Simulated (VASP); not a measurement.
Set up this calculation in VASP 6.6.1, as the native input.

- Task: single point
- Functional: PBE
- Potentials or basis: VASP PAW PBE potentials, release 64 (Cd, W_sv)
- Cutoff: 520 eV
- k mesh: 9 × 9 × 8
- Occupations: gaussian, width 0.1 eV
- Spin: no spin polarisation
- Dipole correction: no
- Further INCAR settings: ALGO = Fast; EDIFF = 1e-06; NBANDS = 64

The structure of CdW3 lies in POSCAR:

```
CdW3
1.0
    5.8251710104      0.0000000000      0.0000000000
   -2.9125855052      5.0447460764      0.0000000000
    0.0000000000      0.0000000000      4.6666977377
Cd W
2 6
Direct
    0.3333333333      0.6666666667      0.2500000000
    0.6666666667      0.3333333333      0.7500000000
    0.8470464546      0.6940929092      0.2500000000
    0.1529535454      0.8470464546      0.7500000000
    0.3059070908      0.1529535454      0.2500000000
    0.1529535454      0.3059070908      0.7500000000
    0.8470464546      0.1529535454      0.2500000000
    0.6940929092      0.8470464546      0.7500000000
```

One way to write it, as run:

INCAR

```
  ALGO = Fast
  EDIFF = 1E-6
  ENCUT = 520
  GGA = PE
  ISIF = 2
  ISMEAR = 0
  LASPH = T
  LCHARG = F
  LREAL = F
  LWAVE = F
  NBANDS = 64
  NELM = 80
  PREC = Accurate
  SIGMA = 0.1
```

KPOINTS

```
k-points
0
Gamma
  9 9 8
```

Potentials or basis: VASP PAW PBE potentials, release 64 (Cd, W_sv).

Run with:

```bash
$ cat potpaw_PBE.64/Cd/POTCAR potpaw_PBE.64/W_sv/POTCAR > POTCAR
$ mpirun -np 1 vasp_std > vasp.out
```

It gave:

```yaml
Pressure: 0.7 GPa
Largest_force: 0.004 eV/Å
Band_gap_on_the_k_mesh: zero (bands 54 and 55 overlap by 0.75 eV)
```

Caveat: spin-orbit coupling is left out, which moves the levels of the heavy elements.

Wall time 12 min on 1 thread of Intel Xeon 8259CL, on a shared host, peak memory 0.54 GiB.
